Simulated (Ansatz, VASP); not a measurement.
## Two plane-wave programs on H

The input INCAR:

```
SYSTEM = H
  ALGO = Normal
  DIPOL = 0.5 0.5 0.699
  EDIFF = 1E-6
  ENCUT = 400
  GGA = PE
  GGA_COMPAT = .False.
  IDIPOL = 3
  ISIF = 2
  ISMEAR = 0
  IVDW = 12
  LASPH = .True.
  LCHARG = .True.
  LDIPOL = .True.
  LELF = .True.
  LREAL = .False.
  LVACPOTAV = .True.
  LVHAR = .True.
  LWAVE = .False.
  NBANDS = 10
  NELM = 120
  NELMDL = -8
  PREC = Accurate
  SIGMA = 0.05
```

File KPOINTS:

```
k-points
0
Gamma
  3 3 1
  0 0 0
```

The input POSCAR:

```
H
1.0
    7.7015734665      0.0000000000      0.0000000000
   -3.8507867332      6.6697582711      0.0000000000
    0.0000000000      0.0000000000     25.2536469535
H
4
Direct
    0.4477865193      0.5235512186      0.6977242193
    0.5318101717      0.5005661514      0.7000147718
    0.9936025568      1.0810253433      0.6976211627
    0.9973378988      0.9858053991      0.7012287123
```

Input for Ansatz:

```yaml
crystal:
  lattice:
    - [7.7015734665, 0.0, 0.0]
    - [-3.8507867332, 6.6697582711, 0.0]
    - [0.0, 0.0, 25.2536469535]
  atoms:
    - { symbol: H, position: [0.4477865193, 0.5235512186, 0.6977242193] }
    - { symbol: H, position: [0.5318101717, 0.5005661514, 0.7000147718] }
    - { symbol: H, position: [0.9936025568, 1.0810253433, 0.6976211627] }
    - { symbol: H, position: [0.9973378988, 0.9858053991, 0.7012287123] }
basis:
  ecutwfc: 420
kpoints:
  mp_grid: { grid: [3, 3, 1] }
hamiltonian:
  xc: pbe
  dispersion: d3bj
scf:
  occupations: { method: gaussian, width: 0.05 }
output:
  forces: true
  eigenvalues: true
  write_density: true
  volumetric_format: npy
efield:
  axis: 3
  dipole_correction: true
  ramp_width: 0.04
```

Alike in both runs: task single point; functional PBE; dispersion D3(BJ); k mesh 3 × 3 × 1; occupations gaussian, width 0.05 eV; no spin polarisation.

|  | VASP | Ansatz |
| --- | --- | --- |
| version | VASP 6.6.1 | Ansatz 0.2.0 |
| potentials or method | VASP PAW PBE potentials, release 64 (H), cutoff 400 eV | scalar-relativistic, plane waves, PAW |
| valence electrons in the cell | 4 | 4 |

|  | VASP | Ansatz | Ansatz less VASP |
| --- | --- | --- | --- |
| gap on the k mesh at the Fermi level (eV) | 9.68 | 9.68 | +0.003 |
| rms of the force components (eV/Å) | 0.056 | 0.064 | +0.0085 |

Atom by atom the forces differ by 0.009 eV/Å (rms over components).
